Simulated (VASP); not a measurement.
# Si5Ge7 (P1) in VASP: relaxation of cell and atoms with PBE

Aim: the relaxation of cell and atoms of Si5Ge7 with PBE.

Everything below comes from runs of VASP 6.6.1. Logs are shortened: lines on timing, memory, paths and dates and some standing lists are left out, and cuts for length are marked.

## (1) The cell of the first run

The typed cell holds 24 atoms: a = 7.897 Å, b = 7.897 Å, c = 9.672 Å, α = 90.00°, β = 90.00°, γ = 120.00°.

## (2) Relaxation of cell and atoms, PBE

File INCAR:

```
PREC = Accurate
ENCUT = 600
EDIFF = 1E-6
ISMEAR = 0
SIGMA = 0.1
LREAL = Auto
LASPH = T
NELM = 60
ALGO = Normal
ISIF = 3
LWAVE = F
LCHARG = F
GGA = PE
IBRION = 2
NSW = 70
EDIFFG = -0.04
ISYM = 0
KPAR = 2
NCORE = 2
```

File KPOINTS:

```
Automatic mesh
0
Gamma
  2 2 2
  0.5 0.5 0.5
```

File POSCAR:

```
Si5Ge7
1.0
   -5.5841318000     -5.5841318000      0.0000000000
    0.0000000000      5.5841318000      5.5841318000
   -5.5841318000      5.5841318000     -5.5841318000
Si Ge
10 14
Direct
    0.4979164654      0.9938875143      0.9969280877
    0.3345230058      0.1697903319      0.6644177082
    0.6669753807      0.3304420242      0.3315609436
    0.1736215046      0.3381934419      0.3353740121
    0.8326174190      0.6637119080      0.6652794163
    0.1665238625      0.8345952266      0.3325285488
    0.8354946413      0.1656144289      0.9185283872
    0.1666572387      0.3335686255      0.5817305272
    0.5011650993      0.4994139075      0.2525754259
    0.5049556680      0.0028802886      0.2491023442
    0.0044066649      0.0011530692      0.9994986991
    0.8360638924      0.1703895250      0.6669042314
    0.5003509415      0.4990505699      0.0017187239
    0.0031805177      0.5039959204      0.0026064038
    0.3292371904      0.6619546120      0.6703321340
    0.6695125412      0.8344297145      0.3362836170
    0.3340064196      0.1684322199      0.9200055059
    0.6623922169      0.3306733662      0.5828041932
    0.9994912800      0.4990515011      0.2526319352
    0.3327437340      0.6667419237      0.9140572371
    0.8334009022      0.6691572717      0.9168573969
    0.6688395285      0.8330672587      0.5818459254
    0.1681351644      0.8349032249      0.5881940446
    0.0050323295      0.0052800827      0.2489212320
```

Potentials or basis: VASP PAW PBE potentials, release 64 (Si, Ge_d).

Started as:

```bash
$ cat potpaw_PBE.64/Si/POTCAR potpaw_PBE.64/Ge_d/POTCAR > POTCAR
$ mpirun -np 4 vasp_std > vasp.out
```

OUTCAR:

```text
PREC = Accurate
   ENCUT = 600
   EDIFF = 1E-6
   ISMEAR = 0
   LREAL = Auto
   LASPH = T
   NELM = 60
   ISIF = 3
   GGA = PE
   IBRION = 2
   NSW = 70
   EDIFFG = -0.04
   ISYM = 0

 ion  position               nearest neighbor table
   1  0.498  0.994  0.997-  20 2.38   7 2.43  17 2.43  10 2.44
   2  0.335  0.170  0.664-  18 2.38   8 2.41  23 2.41  17 2.47
   3  0.667  0.330  0.332-  10 2.38  19 2.40   9 2.41  18 2.43
   4  0.174  0.338  0.335-   9 2.38   8 2.38  24 2.43  19 2.43
   5  0.833  0.664  0.665-  23 2.41  18 2.41  22 2.42  21 2.43
   6  0.167  0.835  0.333-  24 2.41  19 2.42  10 2.45  23 2.47
[... 16 lines left out ...]
  23  0.168  0.835  0.588-   2 2.41   5 2.41  15 2.42   6 2.47
  24  0.005  0.005  0.249-   6 2.41  11 2.41   4 2.43  16 2.45

IMPORTANT INFORMATION: All symmetrisations will be switched off!
NOSYMM: (Re-)initialisation of all symmetry stuff for point group C_1.

----------------------------------------------------------------------------------------

                                     Primitive cell

  volume of cell :     522.3820

  direct lattice vectors                    reciprocal lattice vectors
    -5.584131800 -5.584131800  0.000000000    -0.119385912 -0.059692956  0.059692956
     0.000000000  5.584131800  5.584131800    -0.059692956  0.059692956  0.119385912
    -5.584131800  5.584131800 -5.584131800    -0.059692956  0.059692956 -0.059692956

  length of vectors
     7.897154926  7.897154926  9.671999994     0.146217283  0.146217283  0.103391232

  position of ions in fractional coordinates (direct lattice)
     0.497916465  0.993887514  0.996928088
     0.334523006  0.169790332  0.664417708
     0.666975381  0.330442024  0.331560944
     0.173621505  0.338193442  0.335374012
     0.832617419  0.663711908  0.665279416
     0.166523863  0.834595227  0.332528549
[... 16 lines left out ...]
     0.168135164  0.834903225  0.588194045
     0.005032329  0.005280083  0.248921232

  ion indices of the primitive-cell ions
   primitive index   ion index
                 1           1
                 2           2
                 3           3
                 4           4
                 5           5
                 6           6
[... 16 lines left out ...]
                23          23
                24          24

----------------------------------------------------------------------------------------

 KPOINTS: Automatic mesh

Automatic generation of k-mesh.
 Grid dimensions read from file:
 generate k-points for:    2    2    2

 Generating k-lattice:

  Cartesian coordinates                     Fractional coordinates (reciprocal lattice)
    -0.059692956 -0.029846478  0.029846478     0.500000000  0.000000000  0.000000000
    -0.029846478  0.029846478  0.059692956     0.000000000  0.500000000  0.000000000
    -0.029846478  0.029846478 -0.029846478     0.000000000  0.000000000  0.500000000

  Length of vectors
     0.073108642  0.073108642  0.051695616

  Shift w.r.t. Gamma in fractional coordinates (k-lattice)
     0.500000000  0.500000000  0.500000000

 Subroutine IBZKPT returns following result:
 ===========================================

 Found     12 irreducible k-points:

 Following reciprocal coordinates:
            Coordinates               Weight
  0.250000  0.250000  0.250000      2.000000
 -0.250000  0.500000  0.250000      2.000000
  0.500000  0.250000  0.250000      2.000000
 -0.250000 -0.250000  0.250000      2.000000
  0.250000  0.500000  0.250000      2.000000
  0.500000 -0.250000  0.250000      2.000000
 -0.250000  0.250000  0.250000      2.000000
 -0.250000  0.000000  0.250000      2.000000
  0.000000 -0.250000  0.250000      2.000000
  0.250000 -0.250000  0.250000      2.000000
  0.250000  0.000000  0.250000      2.000000
  0.000000  0.250000  0.250000      2.000000
   k-points           NKPTS =     12   k-points in BZ     NKDIM =     12   number of bands    NBANDS=    141
   number of dos      NEDOS =    301   number of ions     NIONS =     24
   total plane-waves  NPLWV = 327680
   dimension x,y,z NGX =    64 NGY =   64 NGZ =   80
   dimension x,y,z NGXF=   128 NGYF=  128 NGZF=  160
   ions per type =              10  14
   NGX,Y,Z   is equivalent  to a cutoff of  13.47, 13.47, 13.75 a.u.
   NGXF,Y,Z  is equivalent  to a cutoff of  26.95, 26.95, 27.50 a.u.
 SYSTEM =  unknown system
   PREC   = accura    normal or accurate (medium, high low for compatibility)
   ISTART =      0    job   : 0-new  1-cont  2-samecut
   ICHARG =      2    charge: 1-file 2-atom 10-const
   ISPIN  =      1    spin polarized calculation?
   LNONCOLLINEAR =      F non collinear calculations
   LSORBIT =      F    spin-orbit coupling
   LASPH  =      T    aspherical Exc in radial PAW
   ENCUT  =  600.0 eV  44.10 Ry    6.64 a.u.  15.77 15.77 19.32*2*pi/ulx,y,z
   NELM   =     60;   NELMIN=  2; NELMDL= -5     # of ELM steps
   EDIFF  = 0.1E-05   stopping-criterion for ELM
   LREAL  =      T    real-space projection
   EDIFFG = -.4E-01   stopping-criterion for IOM
   NSW    =     70    number of steps for IOM
   IBRION =      2    ionic relax: 0-MD 1-quasi-New 2-CG
   NFREE  =      1    steps in history (QN), initial steepest desc. (CG)
   ISIF   =      3    stress and relaxation
   ISYM   =      0    0-nonsym 1-usesym 2-fastsym
   POTIM  = 0.5000    time-step for ionic-motion
   TEBEG  =    0.0;   TEEND  =   0.0 temperature during run
   PSTRESS=    0.0 pullay stress
   NELECT =     236.0000    total number of electrons
   NUPDOWN=      -1.0000    fix difference up-down
   EMIN   =  10.00;   EMAX   =-10.00  energy-range for DOS
   EFERMI =   0.00;   METHOD = LEGACY
   ISMEAR =     0;   SIGMA  =   0.10  broadening in eV -4-tet -1-fermi 0-gaus
   EFERMI_NEDOS =   21; number of points for ismear=-14 and -15
   IALGO  =     38    algorithm
   IMIX   =      4    mixing-type and parameters
     AMIX     =   0.40;   BMIX     =  1.00
     AMIX_MAG =   1.60;   BMIX_MAG =  1.00
  volume/ion in A,a.u.               =      21.77       146.88
  Fermi-wavevector in a.u.,A,eV,Ry     =   1.256173  2.373823 21.469590  1.577970
  Thomas-Fermi vector in A             =   2.389894
   LORBIT       =      0    0 simple, 1 ext, 2 COOP (PROOUT), +10 PAW based schemes
   GGA     = PE    functional components
   LHFCALC =     F    Hartree Fock is set to
   AEXX    =    0.0000 exact exchange contribution
   IVDW    =     0    specifies the selected vdW correction
   LEPSILON=     F    determine dielectric tensor
   LRPA    =     F    only Hartree local field effects (RPA)
 conjugate gradient relaxation of ions
 non-spin polarized calculation
 Gauss-broadening in eV      SIGMA  =   0.10
  energy-cutoff  :      600.00
  volume of cell :      522.38
 maximum number of plane-waves:     17442
   NGX = 31   NGY = 31   NGZ = 39

--------------------------------------- Ionic step        1  -------------------------------------------

 number of electron     236.0000016 magnetization

 Free energy of the ion-electron system (eV)
  ---------------------------------------------------
  ext. energy  EPLUGINS =         0.00000000
  ---------------------------------------------------
  free energy    TOTEN  =      -117.06695958 eV

  energy without entropy =     -117.06695958  energy(sigma->0) =     -117.06695958

------------------------ aborting loop because EDIFF is reached ----------------------------------------

  FORCE on cell =-STRESS in cart. coord.  units (eV):
  Direction    XX          YY          ZZ          XY          YZ          ZX
  --------------------------------------------------------------------------------------
  -------------------------------------------------------------------------------------
  Total        5.6372986      5.5936890      5.6830576     -1.0708319     -1.0770072      0.1803859
  in kB       17.2899361     17.1561826     17.4302818     -3.2843064     -3.3032463      0.5532545
  external PRESSURE =      17.2921335 kB  Pullay stress =       0.0000000 kB
[... 155 lines left out ...]
  FREE ENERGIE OF THE ION-ELECTRON SYSTEM (eV)
  ---------------------------------------------------
  free  energy   TOTEN  =      -117.4097537781 eV

  energy  without entropy=     -117.4097537778  energy(sigma->0) =     -117.40975378

[... ionic steps 4 to 10 ...]

--------------------------------------- Ionic step       11  -------------------------------------------

 number of electron     236.0000027 magnetization

------------------------ aborting loop because EDIFF is reached ----------------------------------------

  FORCE on cell =-STRESS in cart. coord.  units (eV):
  Direction    XX          YY          ZZ          XY          YZ          ZX
  --------------------------------------------------------------------------------------
  -------------------------------------------------------------------------------------
  Total       -0.0599450     -0.0744433     -0.0606559      0.0278712      0.0470903      0.0494148
  in kB       -0.1799978     -0.2235323     -0.1821325      0.0836894      0.1413987      0.1483785
  external PRESSURE =      -0.1952209 kB  Pullay stress =       0.0000000 kB
[... 101 lines left out ...]
  energy  without entropy=     -117.4698189065  energy(sigma->0) =     -117.46981891

--------------------------------------- Ionic step       13  -------------------------------------------

 number of electron     236.0000026 magnetization

 Free energy of the ion-electron system (eV)
  ---------------------------------------------------
  ext. energy  EPLUGINS =         0.00000000
  ---------------------------------------------------
  free energy    TOTEN  =      -117.47103017 eV

  energy without entropy =     -117.47103017  energy(sigma->0) =     -117.47103017

 E-fermi :   5.1899     XC(G=0):  -9.5952

 val. band max:        4.7898871010   @ k =   0.0000   0.2500   0.2500
 cond. band min:       5.5915483171   @ k =   0.2500   0.0000   0.2500
 fundamental gap:      0.8016612160
 Fermi energy:         5.1899089934

 k-point     1 :       0.2500    0.2500    0.2500
  band No.  band energies     occupation
      1     -19.5721      2.00000
      2     -19.5633      2.00000
      3     -19.5596      2.00000
      4     -19.5550      2.00000
      5     -19.5530      2.00000
      6     -19.5509      2.00000
[... 1585 lines left out ...]
    129       7.0929      0.00000
    130       7.1754      0.00000
 [bands above 130 left out]

------------------------ aborting loop because EDIFF is reached ----------------------------------------

  FORCE on cell =-STRESS in cart. coord.  units (eV):
  Direction    XX          YY          ZZ          XY          YZ          ZX
  --------------------------------------------------------------------------------------
  -------------------------------------------------------------------------------------
  Total       -0.0232478     -0.0373437     -0.0291899      0.0254557      0.0287895      0.0000508
  in kB       -0.0697829     -0.1120945     -0.0876191      0.0764103      0.0864173      0.0001525
  external PRESSURE =      -0.0898322 kB  Pullay stress =       0.0000000 kB
[... 39 lines left out ...]
  FREE ENERGIE OF THE ION-ELECTRON SYSTEM (eV)
  ---------------------------------------------------
  free  energy   TOTEN  =      -117.4710301736 eV

  energy  without entropy=     -117.4710301711  energy(sigma->0) =     -117.47103017

 reached required accuracy - stopping structural energy minimisation
```

It took 61 min on 4 MPI ranks of Intel Xeon Platinum 8259CL at 2.50GHz (Skylake/Cascade Lake), shared host; peak memory 0.66 GiB.

Results:

| Quantity | Value |
| --- | --- |
| Free energy | -117.4710 eV |
| Relaxed volume | 22.24 Å³/atom |
| Relaxed cell | a = 7.941 Å, b = 7.942 Å, c = 9.773 Å, α = 90.00°, β = 89.99°, γ = 120.00° |
| Space group after relaxing (to 0.1 Å) | P1 (No. 1) |
| Energy gained by relaxing | 16.8 meV/atom |
| Ionic steps | 13 |
| Pressure after relaxing | 0.0 GPa |
| Largest force after relaxing | 0.032 eV/Å |
| Band gap on the k mesh | 0.80 eV (least direct gap 1.11 eV) |

Forces in eV/Å, atoms in the order of the input:
```
Si  -0.008 -0.006  0.009
Si   0.009 -0.016  0.017
Si   0.014  0.005  0.012
Si  -0.017  0.000 -0.014
Si  -0.011  0.013  0.003
Si   0.011  0.003  0.002
Si   0.005  0.001  0.006
Si  -0.007 -0.001 -0.007
Si   0.028 -0.004 -0.003
Si   0.009  0.009  0.013
Ge   0.017 -0.001  0.008
Ge  -0.025  0.001 -0.012
Ge  -0.006 -0.020 -0.001
Ge   0.006  0.001 -0.004
Ge  -0.016  0.020 -0.019
Ge  -0.001  0.015 -0.023
Ge  -0.006  0.021 -0.001
Ge  -0.018  0.025 -0.003
Ge   0.006 -0.015  0.010
Ge   0.001  0.002  0.013
Ge   0.006 -0.009 -0.008
Ge   0.003 -0.027  0.010
Ge   0.001  0.000 -0.006
Ge  -0.002 -0.018 -0.001
```

The path:
```csv
step,energy change (eV),largest force (eV/Å),pressure (GPa),volume (Å³)
1,0.0000,1.1818,1.73,522.38
2,-0.3423,0.3228,-0.90,540.34
3,-0.3428,0.3510,-0.79,539.52
4,-0.3893,0.1316,0.04,533.18
5,-0.3894,0.1391,0.06,532.78
6,-0.3962,0.0771,0.10,532.83
7,-0.3972,0.0806,0.09,532.86
8,-0.4002,0.0601,-0.07,533.99
9,-0.4003,0.0628,-0.07,534.18
10,-0.4022,0.0400,-0.05,533.83
11,-0.4028,0.0472,-0.02,533.58
12,-0.4029,0.0539,0.05,533.48
13,-0.4041,0.0321,-0.01,533.76
```

Final structure:
```xyz
24
Lattice="-5.6153 -5.6145 -0.0006 -0.0006 5.6157 5.6159 -5.6434 5.6420 -5.6416" Properties=species:S:1:pos:R:3 pbc="T T T"
Si   -2.8470   -2.8014    0.0028
Si   -5.6222    2.8351   -2.8039
Si   -5.5963    0.0074   -0.0203
Si   -2.8834    2.8270   -0.0228
Si   -8.4279    2.8019   -0.0097
Si   -2.8476    5.6012    2.8309
Si   -9.8443    1.4516   -4.2544
Si   -4.2433    4.1970   -1.4315
Si   -4.2403    1.4151    1.3488
Si   -4.2033   -1.3909   -1.3789
Ge   -5.6396    5.6494   -5.6113
Ge   -8.4810    0.0275   -2.8238
Ge   -2.8402    0.0228    2.7684
Ge   -5.6194   -2.8059    2.7693
Ge   -5.6237    5.6198   -0.0392
Ge   -5.5976    2.8102    2.8125
Ge   -7.0499    4.1838   -4.2211
Ge   -7.0009    1.4219   -1.4006
Ge   -1.4543    4.2491    1.3607
Ge   -7.0804    7.0694   -1.4250
Ge   -9.8353    4.2152   -1.4101
Ge   -7.0542    4.2112    1.3786
Ge   -4.2129    7.0417    1.4244
Ge   -1.4633    1.4070   -1.3935
```

Levels at points of the mesh, in eV from the valence-band top:
| k point | band 116 | band 117 | band 118 | band 119 | band 120 | band 121 |
| --- | --- | --- | --- | --- | --- | --- |
| (0.25, 0.25, 0.25) | -1.17 | -0.79 | -0.66 | 1.49 | 1.88 | 1.97 |

Caveat: a shifted mesh leaves out Γ, where band edges can lie.
